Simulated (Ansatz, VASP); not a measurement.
# Ba2MgOsC6N6 in VASP and in Ansatz

```
CELL_PARAMETERS angstrom
0.00000 5.31169 5.31169
5.31169 0.00000 5.31169
5.31169 5.31169 0.00000
ATOMIC_POSITIONS crystal
Ba 0.25000 0.25000 0.25000
Ba 0.75000 0.75000 0.75000
Mg 0.50000 0.50000 0.50000
Os 0.00000 0.00000 0.00000
C 0.81053 0.18947 0.18947
C 0.18947 0.81053 0.18947
C 0.18947 0.18947 0.81053
C 0.18947 0.81053 0.81053
C 0.81053 0.18947 0.81053
C 0.81053 0.81053 0.18947
N 0.69937 0.30063 0.30063
N 0.30063 0.69937 0.30063
N 0.30063 0.30063 0.69937
N 0.30063 0.69937 0.69937
N 0.69937 0.30063 0.69937
N 0.69937 0.69937 0.30063
```

Alike in both runs: functional PBE; k mesh 4 × 4 × 4; occupations gaussian, width 0.1 eV; collinear spin.

Ansatz relaxed the structure, and its values are those at the end. VASP's run is a single point on that final structure, the one shown.

```csv
,VASP,Ansatz
version,VASP 6.6.1,Ansatz 0.2.0
potentials or method,"VASP PAW PBE potentials, release 64 (Ba_sv, Mg, Os, C, N), cutoff 520 eV","scalar-relativistic, plane waves, PAW"
valence electrons in the cell,84,100
```

Ansatz gave:

```
gap on the k mesh at the Fermi level (eV) : none
pressure (GPa)                            : 0.4
rms of the force components (eV/Å)        : 0.005
net moment per atom (μB)                  : 0.00
```

**Question.** Estimate VASP's values.

**Answer.** gap on the k mesh at the Fermi level (eV): none; pressure (GPa): 0.9; rms of the force components (eV/Å): 0.123; net moment per atom (μB): 0.00.

A gap of «none» marks a metal or a gap that the smearing closes. One of these differences is far larger than is usual between the two programs; its cause wasn't traced. VASP's potentials hold 84 valence electrons a cell and Ansatz's 100, so a difference there can come from the potentials and not from the codes. Ansatz's warnings: seeded moment not kept.

Spin-orbit coupling is off throughout. Noted on VASP's run: the standard files for N, O and F lose accuracy on very short bonds.
